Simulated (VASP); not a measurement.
# CoO (R-3m) in VASP: settings compared

Aim: see how the results for CoO move with the level of theory and the settings. Levels: RPBE+D4, revPBE+D3(BJ), PBEsol-based global hybrid with 25 % exact exchange, PBE. Tasks: relaxation of cell and atoms, single point.

All numbers are computed with VASP 6.6.1; they aren't measurements. Logs are shortened: lines on timing, memory, paths and dates and some standing lists are left out, and cuts for length are marked.

## (1) The cell of the first run

The structure is trigonal, space group R-3m (No. 166). The conventional cell has a = 3.011 Å, b = 3.011 Å, c = 7.320 Å, α = 90.00°, β = 90.00°, γ = 120.00°. Within 2.8 Å of Co (site symmetry -3m) lie 6 O at 2.12 Å. O (site symmetry -3m) has 6 Co at 2.12 Å within 2.8 Å.

## (2) Relaxation of cell and atoms, RPBE+D4, collinear spin, ferromagnetic start

Input file INCAR:

```
SYSTEM = CoO
PREC     = Accurate       ! precision mode
ENCUT    = 600            ! plane-wave cutoff, eV
EDIFF    = 1E-7           ! SCF threshold, eV
ISMEAR   = -1             ! smearing method
SIGMA    = 0.05           ! smearing width, eV
LREAL    = .False.        ! projectors in reciprocal space
LASPH    = .True.         ! aspherical terms in the spheres
NELM     = 150            ! most SCF steps
ALGO     = Normal         ! electronic algorithm
ISIF     = 3              ! what is computed and relaxed
LWAVE    = .False.        ! write WAVECAR
LCHARG   = .False.        ! write CHGCAR
ISPIN    = 2              ! spin polarisation
MAGMOM   = 2 0            ! initial moments
LORBIT   = 11             ! projections on sites
LMAXMIX  = 4              ! l up to which the mixer works
GGA      = RP             ! functional
IVDW     = 13             ! dispersion correction
IBRION   = 2              ! ionic algorithm
NSW      = 60             ! ionic steps
EDIFFG   = -0.01          ! ionic threshold
```

Input file KPOINTS:

```
regular mesh
0
Gamma
  11 11 11
  0 0 0
```

Input file POSCAR:

```
CoO
1.0
    1.5054695445      0.8691832468      2.4399269062
   -1.5054695445      0.8691832468      2.4399269062
    0.0000000000     -1.7383664936      2.4399269062
Co O
1 1
Direct
    0.0000000000      0.0000000000      0.0000000000
    0.5000000000      0.5000000000      0.5000000000
```

Potentials or basis: VASP PAW PBE potentials, release 64 (Co, O).

Launch:

```console
cat potpaw_PBE.64/Co/POTCAR potpaw_PBE.64/O/POTCAR > POTCAR
mpirun -np 1 vasp_std > vasp.out
```

OUTCAR:

```text
SYSTEM = CoO
   PREC = Accurate
   ENCUT = 600
   EDIFF = 1E-7
   ISMEAR = -1
   LREAL = .False.
   LASPH = .True.
   NELM = 150
   ISIF = 3
   ISPIN = 2
   LORBIT = 11
   GGA = RP
   IVDW = 13
   IBRION = 2
   NSW = 60
   EDIFFG = -0.01

 ion  position               nearest neighbor table
   1  0.000  0.000  0.000-   2 2.12   2 2.12   2 2.12   2 2.12   2 2.12   2 2.12
   2  0.500  0.500  0.500-   1 2.12   1 2.12   1 2.12   1 2.12   1 2.12   1 2.12

  LATTYP: Found a trigonal (rhomboedric) cell.
 ALAT       =     2.9958573687
 COS(alpha) =     0.4949531368

  Lattice vectors:

 A1 = (   1.5054695445,   0.8691832468,   2.4399269062)
 A2 = (  -1.5054695445,   0.8691832468,   2.4399269062)
 A3 = (   0.0000000000,  -1.7383664936,   2.4399269062)

Analysis of symmetry for initial positions (statically):
=====================================================================
 Subroutine PRICEL returns:
 Original cell was already a primitive cell.

 Routine SETGRP: Setting up the symmetry group for a
 trigonal (rhombohedral) supercell.

 Subroutine GETGRP returns: Found 12 space group operations
 (whereof 12 operations were pure point group operations)
 out of a pool of 12 trial point group operations.

The static configuration has the point symmetry D_3d.

Analysis of symmetry for dynamics (positions and initial velocities):
=====================================================================
 Subroutine PRICEL returns:
 Original cell was already a primitive cell.

 Routine SETGRP: Setting up the symmetry group for a
 trigonal (rhombohedral) supercell.

 Subroutine GETGRP returns: Found 12 space group operations
 (whereof 12 operations were pure point group operations)
 out of a pool of 12 trial point group operations.

The dynamic configuration has the point symmetry D_3d.

Analysis of structural, dynamic, and magnetic symmetry:
=====================================================================
 Subroutine PRICEL returns:
 Original cell was already a primitive cell.

 Routine SETGRP: Setting up the symmetry group for a
 trigonal (rhombohedral) supercell.

 Subroutine GETGRP returns: Found 12 space group operations
 (whereof 12 operations were pure point group operations)
 out of a pool of 12 trial point group operations.

The overall configuration has the point symmetry D_3d.

 Subroutine INISYM returns: Found 12 space group operations
 (whereof 12 operations are pure point group operations),
 and found     1 'primitive' translations

----------------------------------------------------------------------------------------

                                     Primitive cell

  volume of cell :      19.1563

  direct lattice vectors                    reciprocal lattice vectors
     1.505469544  0.869183247  2.439926906     0.332122295  0.191750896  0.136616114
    -1.505469544  0.869183247  2.439926906    -0.332122295  0.191750896  0.136616114
     0.000000000 -1.738366494  2.439926906     0.000000000 -0.383501793  0.136616114

  length of vectors
     2.995857369  2.995857369  2.995857369     0.407108816  0.407108816  0.407108816

  position of ions in fractional coordinates (direct lattice)
     0.000000000  0.000000000  0.000000000
     0.500000000  0.500000000  0.500000000

  ion indices of the primitive-cell ions
   primitive index   ion index
                 1           1
                 2           2

----------------------------------------------------------------------------------------

 KPOINTS: regular mesh

Automatic generation of k-mesh.
 Grid dimensions read from file:
 generate k-points for:   11   11   11

 Generating k-lattice:

  Cartesian coordinates                     Fractional coordinates (reciprocal lattice)
     0.030192936  0.017431900  0.012419647     0.090909091  0.000000000  0.000000000
    -0.030192936  0.017431900  0.012419647     0.000000000  0.090909091  0.000000000
     0.000000000 -0.034863799  0.012419647     0.000000000  0.000000000  0.090909091

  Length of vectors
     0.037009892  0.037009892  0.037009892

  Shift w.r.t. Gamma in fractional coordinates (k-lattice)
     0.000000000  0.000000000  0.000000000

 Subroutine IBZKPT returns following result:
 ===========================================

 Found    146 irreducible k-points:

 Following reciprocal coordinates:
            Coordinates               Weight
  0.000000  0.000000  0.000000      1.000000
  0.090909  0.000000  0.000000      6.000000
  0.181818  0.000000  0.000000      6.000000
  0.272727 -0.000000  0.000000      6.000000
  0.363636 -0.000000 -0.000000      6.000000
  0.454545  0.000000 -0.000000      6.000000
[... 16 lines left out ...]
 -0.272727  0.181818  0.000000     12.000000
 -0.181818  0.181818  0.000000      6.000000
 [... further k-points ...]
   k-points           NKPTS =    146   k-points in BZ     NKDIM =    146   number of bands    NBANDS=     12
   number of dos      NEDOS =    301   number of ions     NIONS =      2
   total plane-waves  NPLWV =  13824
   dimension x,y,z NGX =    24 NGY =   24 NGZ =   24
   dimension x,y,z NGXF=    48 NGYF=   48 NGZF=   48
   ions per type =               1   1
   NGX,Y,Z   is equivalent  to a cutoff of  13.32, 13.32, 13.32 a.u.
   NGXF,Y,Z  is equivalent  to a cutoff of  26.64, 26.64, 26.64 a.u.
 SYSTEM =  CoO
   PREC   = accura    normal or accurate (medium, high low for compatibility)
   ISTART =      0    job   : 0-new  1-cont  2-samecut
   ICHARG =      2    charge: 1-file 2-atom 10-const
   ISPIN  =      2    spin polarized calculation?
   LNONCOLLINEAR =      F non collinear calculations
   LSORBIT =      F    spin-orbit coupling
   LASPH  =      T    aspherical Exc in radial PAW
   ENCUT  =  600.0 eV  44.10 Ry    6.64 a.u.   5.98  5.98  5.98*2*pi/ulx,y,z
   NELM   =    150;   NELMIN=  2; NELMDL= -5     # of ELM steps
   EDIFF  = 0.1E-06   stopping-criterion for ELM
   LREAL  =      F    real-space projection
   EDIFFG = -.1E-01   stopping-criterion for IOM
   NSW    =     60    number of steps for IOM
   IBRION =      2    ionic relax: 0-MD 1-quasi-New 2-CG
   NFREE  =      1    steps in history (QN), initial steepest desc. (CG)
   ISIF   =      3    stress and relaxation
   ISYM   =      2    0-nonsym 1-usesym 2-fastsym
   POTIM  = 0.5000    time-step for ionic-motion
   TEBEG  =    0.0;   TEEND  =   0.0 temperature during run
   PSTRESS=    0.0 pullay stress
   NELECT =      15.0000    total number of electrons
   NUPDOWN=      -1.0000    fix difference up-down
   EMIN   =  10.00;   EMAX   =-10.00  energy-range for DOS
   EFERMI =   0.00;   METHOD = LEGACY
   ISMEAR =    -1;   SIGMA  =   0.05  broadening in eV -4-tet -1-fermi 0-gaus
   EFERMI_NEDOS =   21; number of points for ismear=-14 and -15
   IALGO  =     38    algorithm
   IMIX   =      4    mixing-type and parameters
     AMIX     =   0.40;   BMIX     =  1.00
     AMIX_MAG =   1.60;   BMIX_MAG =  1.00
  volume/ion in A,a.u.               =       9.58        64.64
  Fermi-wavevector in a.u.,A,eV,Ry     =   1.508927  2.851458 30.978555  2.276860
  Thomas-Fermi vector in A             =   2.619316
   LORBIT       =     11    0 simple, 1 ext, 2 COOP (PROOUT), +10 PAW based schemes
   GGA     = RP    functional components
   LHFCALC =     F    Hartree Fock is set to
   AEXX    =    0.0000 exact exchange contribution
   IVDW    =    13    specifies the selected vdW correction
   LEPSILON=     F    determine dielectric tensor
   LRPA    =     F    only Hartree local field effects (RPA)
 conjugate gradient relaxation of ions
 spin polarized calculation
  energy-cutoff  :      600.00
  volume of cell :       19.16
 maximum number of plane-waves:       651
   NGX = 11   NGY = 11   NGZ = 11

--------------------------------------- Ionic step        1  -------------------------------------------

 number of electron      15.0000005 magnetization       2.9038431

 Free energy of the ion-electron system (eV)
  ---------------------------------------------------
  ext. energy  EPLUGINS =         0.00000000
  ---------------------------------------------------
  free energy    TOTEN  =       -12.20205873 eV

  energy without entropy =      -12.16775572  energy(sigma->0) =      -12.18490723

------------------------ aborting loop because EDIFF is reached ----------------------------------------

  DFT-D4 for vdW energy calculation

  Edisp (eV):   -1.19152
[... 105 lines left out ...]
  FREE ENERGIE OF THE ION-ELECTRON SYSTEM (eV)
  ---------------------------------------------------
  free  energy   TOTEN  =       -13.3944382238 eV

  energy  without entropy=      -13.3603502780  energy(sigma->0) =      -13.37739425

[... ionic steps 4 to 11 ...]

--------------------------------------- Ionic step       12  -------------------------------------------

 number of electron      15.0000002 magnetization       2.8660118

------------------------ aborting loop because EDIFF is reached ----------------------------------------
[... 75 lines left out ...]
--------------------------------------- Ionic step       14  -------------------------------------------

 number of electron      15.0000002 magnetization       2.8635419

 Free energy of the ion-electron system (eV)
  ---------------------------------------------------
  ext. energy  EPLUGINS =         0.00000000
  ---------------------------------------------------
  free energy    TOTEN  =       -12.19702541 eV

  energy without entropy =      -12.17046620  energy(sigma->0) =      -12.18374581

 E-fermi :   8.3535     XC(G=0): -12.3835

 val. band max:        8.3525992581   @ k =   0.4545   0.0000  -0.0000
 cond. band min:       8.3563162658   @ k =  -0.3636  -0.4545   0.0909
 fundamental gap:      0.0037170077
 Fermi energy:         8.3535100705

 spin component 1

 k-point     1 :       0.0000    0.0000    0.0000
  band No.  band energies     occupation
      1     -12.0641      1.00000
      2       4.9541      1.00000
      3       4.9541      1.00000
      4       5.0404      1.00000
      5       5.0404      1.00000
      6       5.1865      1.00000
      7       5.1865      1.00000
      8       5.5619      1.00000
      9       5.5810      1.00000
     10       9.5757      0.00000
     11      25.3059      0.00000
     12      25.9481      0.00000
[... 331 lines left out ...]
 k-point    24 :      -0.1818    0.1818    0.0000
  band No.  band energies     occupation
      1     -11.3504      1.00000
      2       1.6269      1.00000
      3       2.8907      1.00000
      4       3.2576      1.00000
      5       5.5843      1.00000
      6       5.6884      1.00000
      7       6.2701      1.00000
      8       6.4172      1.00000
      9       8.0456      0.99789
     10      13.2214      0.00000
     11      19.9582      0.00000
     12      21.4715      0.00000

 [... further k-points ...]

 spin component 2

 k-point     1 :       0.0000    0.0000    0.0000
  band No.  band energies     occupation
      1     -11.5803      1.00000
      2       5.5716      1.00000
      3       5.5716      1.00000
      4       6.1747      1.00000
      5       7.0799      1.00000
      6       7.0799      1.00000
      7       7.3817      1.00000
      8       8.5056      0.04555
      9       8.5056      0.04555
     10      10.1277      0.00000
     11      25.1600      0.00000
     12      26.4290      0.00000
[... 331 lines left out ...]
 k-point    24 :      -0.1818    0.1818    0.0000
  band No.  band energies     occupation
      1     -10.8422      1.00000
      2       2.3648      1.00000
      3       3.9953      1.00000
      4       4.4616      1.00000
      5       7.6542      1.00000
      6       8.0225      0.99867
      7       8.1651      0.97744
      8       9.0665      0.00000
      9      10.6695      0.00000
     10      13.8271      0.00000
     11      20.3862      0.00000
     12      22.0928      0.00000

 [... further k-points ...]

------------------------ aborting loop because EDIFF is reached ----------------------------------------

  DFT-D4 for vdW energy calculation

  Edisp (eV):   -1.20443
[... 25 lines left out ...]
  FREE ENERGIE OF THE ION-ELECTRON SYSTEM (eV)
  ---------------------------------------------------
  free  energy   TOTEN  =       -13.4014534722 eV

  energy  without entropy=      -13.3748942626  energy(sigma->0) =      -13.38817387

 reached required accuracy - stopping structural energy minimisation

 total charge

# of ion       s       p       d       tot
------------------------------------------
    1        0.301   0.370   7.154   7.824
    2        1.559   3.444   0.000   5.002
--------------------------------------------------
tot          1.860   3.813   7.154  12.827

 magnetization (x)

# of ion       s       p       d       tot
------------------------------------------
    1        0.019   0.017   2.495   2.532
    2        0.029   0.259   0.000   0.288
--------------------------------------------------
tot          0.048   0.277   2.495   2.820
```

It took 4.4 min on 1 thread of Intel Xeon 6975P-C (Granite Rapids), shared host; peak memory 0.23 GiB.

What came out:

* Free energy: -13.4015 eV
* Relaxed volume: 9.42 Å³/atom
* Relaxed cell: a = 2.900 Å, b = 2.900 Å, c = 2.900 Å, α = 64.26°, β = 64.26°, γ = 64.26°
* Space group after relaxing (to 0.1 Å): R-3m (No. 166)
* Energy gained by relaxing: 3.9 meV/atom
* Ionic steps: 14
* Pressure after relaxing: 0.0 GPa
* Net moment: 2.86 μB per cell
* Site moments: Co +2.53; O +0.29 μB
* Valence electrons inside the program's atomic spheres: Co 7.82; O 5.00
* Dispersion energy per atom: -0.602 eV

The path:
```
step  energy change (eV)  largest force (eV/Å)  pressure (GPa)  volume (Å³)
   1              0.0000                0.0000           -1.45        19.16
   2             -0.0008                0.0000            0.57        18.92
   3             -0.0009                0.0000            0.06        18.97
   4             -0.0009                0.0000           -0.01        18.98
   5             -0.0009                0.0000            0.03        18.98
   6             -0.0012                0.0000            0.06        18.97
   7             -0.0020                0.0000            0.08        18.97
   8             -0.0040                0.0000            0.08        18.95
   9             -0.0073                0.0000           -0.07        18.90
  10              0.0007                0.0000           -0.61        18.75
  11             -0.0078                0.0000           -0.14        18.88
  12             -0.0079                0.0000           -0.17        18.87
  13             -0.0053                0.0000            2.68        18.54
  14             -0.0079                0.0000            0.01        18.85
```

Final structure:
```yaml
crystal:
  lattice:
    - [1.54203, 0.89029, 2.28838]
    - [-1.54203, 0.89029, 2.28838]
    - [0.00000, -1.78058, 2.28838]
  atoms:
    - { symbol: Co, position: [0.00000, 0.00000, 0.00000] }
    - { symbol: O, position: [0.50000, 0.50000, 0.50000] }
```

Caveat: the PAW data sets were made with another functional, which shifts forces and pressure a little; a cell with one magnetic atom can't hold antiferromagnetic order, which such compounds often take; semilocal functionals often make such compounds metallic where correlation or magnetic order opens a gap, which also shifts bond lengths.

## (3) Relaxation of cell and atoms, revPBE+D3(BJ), collinear spin, ferromagnetic start

Input file INCAR:

```
PREC = Accurate
ENCUT = 600
EDIFF = 1E-6
ISMEAR = -1
SIGMA = 0.05
LREAL = F
LASPH = T
NELM = 150
ALGO = Normal
ISIF = 3
LWAVE = F
LCHARG = F
ISPIN = 2
MAGMOM = 2 0
LORBIT = 11
LMAXMIX = 4
GGA = RE
IVDW = 12
IBRION = 2
NSW = 60
EDIFFG = -0.01
```

Input file KPOINTS:

```
regular mesh
0
Gamma
  11 11 11
```

POSCAR is that of step 2.

Potentials or basis: VASP PAW PBE potentials, release 64 (Co, O).

Launch:

```console
cat potpaw_PBE.64/Co/POTCAR potpaw_PBE.64/O/POTCAR > POTCAR
mpirun -np 1 vasp_std > vasp.out
```

Run time: 9.9 min. Hardware: 1 thread of Intel Xeon 6975P-C (Granite Rapids), shared host; peak memory 0.26 GiB.

Results (log left out):

| Quantity | Value |
| --- | --- |
| Free energy | -13.3546 eV |
| Relaxed volume | 9.65 Å³/atom |
| Relaxed cell | a = 2.941 Å, b = 2.941 Å, c = 2.941 Å, α = 63.29°, β = 63.29°, γ = 63.29° |
| Space group after relaxing (to 0.1 Å) | R-3m (No. 166) |
| Pressure after relaxing | 0.0 GPa |
| Net moment | -2.91 μB per cell |
| Site moments | Co -2.56; O -0.30 μB |
| Valence electrons inside the program's atomic spheres | Co 7.79; O 4.99 |
| Dispersion energy per atom | -0.506 eV |

Final structure:
```
CELL_PARAMETERS angstrom
1.54304 0.89087 2.34002
-1.54304 0.89087 2.34002
0.00000 -1.78175 2.34002
ATOMIC_POSITIONS crystal
Co 0.00000 0.00000 0.00000
O 0.50000 0.50000 0.50000
```

Levels at points of the mesh, in eV from the Fermi level:
Spin up:
```csv
k point,band 2,band 3,band 4,band 5,band 6,band 7,band 8,band 9,band 10,band 11
"(0.00, 0.00, 0.00)",-2.65,-2.65,-2.18,-1.18,-1.18,-0.97,0.15,0.15,1.62,16.73
```
Spin down:
```tsv
k point	band 6	band 7	band 8	band 9	band 10	band 11	band 12
(0.00, 0.00, 0.00)	-3.16	-3.16	-2.83	-2.78	1.07	16.87	17.56
```

Caveat: the PAW data sets were made with another functional, which shifts forces and pressure a little; a cell with one magnetic atom can't hold antiferromagnetic order, which such compounds often take; semilocal functionals often make such compounds metallic where correlation or magnetic order opens a gap, which also shifts bond lengths.

(Part 1 of 2 ends here.)
